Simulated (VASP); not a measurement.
**Ga12O19 (a cell with a defect): single point with PBE**

System: Ga12O19 (a cell with a defect).

```
CELL_PARAMETERS angstrom
0.00000 9.24966 0.00000
-1.39772 0.00000 5.70858
6.22798 -1.54161 0.00673
ATOMIC_POSITIONS crystal
Ga 0.11862 0.66491 0.68515
Ga 0.21919 0.31967 0.30199
Ga 0.30057 0.19257 0.80425
Ga 0.02730 0.80064 0.18643
Ga 0.44575 0.67864 0.68051
Ga 0.54678 0.31500 0.30268
Ga 0.63390 0.19690 0.81252
Ga 0.36172 0.79428 0.17494
Ga 0.76914 0.66403 0.68173
Ga 0.88263 0.31938 0.30527
Ga 0.97186 0.22154 0.81650
Ga 0.69591 0.80046 0.18080
O 0.16667 0.73535 0.00968
O 0.16696 0.25905 0.97875
O 0.27376 0.42660 0.64280
O 0.05830 0.56494 0.34535
O 0.05021 0.12228 0.28233
O 0.27736 0.87731 0.66752
O 0.50051 0.74079 0.00482
O 0.49398 0.25334 0.97899
O 0.60338 0.42859 0.64557
O 0.39076 0.56187 0.34092
O 0.38524 0.10898 0.31985
O 0.60896 0.88337 0.66592
O 0.83219 0.74022 0.00794
O 0.82825 0.26230 0.97811
O 0.93718 0.44284 0.64396
O 0.72214 0.56880 0.34480
O 0.71310 0.11891 0.30814
O 0.94677 0.87164 0.72331
O 0.96786 0.98315 0.53865
```

* Program: VASP 6.6.1
* Task: single point
* Functional: PBE
* Potentials or basis: VASP PAW PBE potentials, release 64 (Ga_d, O)
* Cutoff: 520 eV
* k mesh: 1 × 1 × 1, shifted
* Occupations: fermi-dirac, width 0.01 eV
* Spin: no spin polarisation

```
Pressure               : 4.9 GPa
Largest force          : 0.211 eV/Å
Band gap on the k mesh : 3.70 eV
```

Forces on the atoms (eV/Å):
```
Ga   0.017 -0.002  0.004
Ga  -0.005  0.001 -0.002
Ga  -0.007  0.000 -0.001
Ga   0.015 -0.008  0.011
Ga   0.009 -0.001 -0.002
Ga  -0.008  0.005 -0.002
Ga  -0.003 -0.005 -0.004
Ga   0.006 -0.004  0.006
Ga   0.017  0.007  0.009
Ga  -0.002 -0.002 -0.006
Ga   0.032 -0.006  0.038
Ga   0.009  0.000  0.010
O   -0.008  0.001 -0.006
O    0.009  0.006  0.005
O    0.005  0.003 -0.008
O   -0.004  0.000  0.003
O    0.017 -0.002 -0.015
O   -0.021 -0.004  0.011
O   -0.014 -0.001 -0.007
O    0.006  0.001  0.006
O    0.005 -0.011 -0.013
O   -0.006  0.002  0.006
O    0.023 -0.001 -0.011
O   -0.023  0.005  0.013
O   -0.015  0.002 -0.007
O    0.009 -0.003  0.005
O    0.001 -0.001 -0.002
O   -0.006 -0.001  0.001
O    0.018  0.002 -0.010
O    0.121 -0.059 -0.063
O   -0.194  0.075  0.033
```

Stress tensor (GPa, compression positive):
```
 3.44  0.66 -2.61
 0.66  3.91  0.09
-2.61  0.09  7.41
```

Levels at points of the mesh, in eV from the valence-band top:
| k point | band 132 | band 133 | band 134 | band 135 | band 136 | band 137 | band 138 | band 139 |
| --- | --- | --- | --- | --- | --- | --- | --- | --- |
| (0.25, 0.25, 0.25) | -0.75 | -0.64 | -0.42 | 0.00 | 3.70 | 3.93 | 4.50 | 4.98 |

Run time: 100 s on 1 thread of Intel(R) Xeon(R) 6975P-C (Granite Rapids), with other jobs on the host, peak memory 0.37 GiB.

Caveat: the k points lie up to 1.10 Å⁻¹ apart.
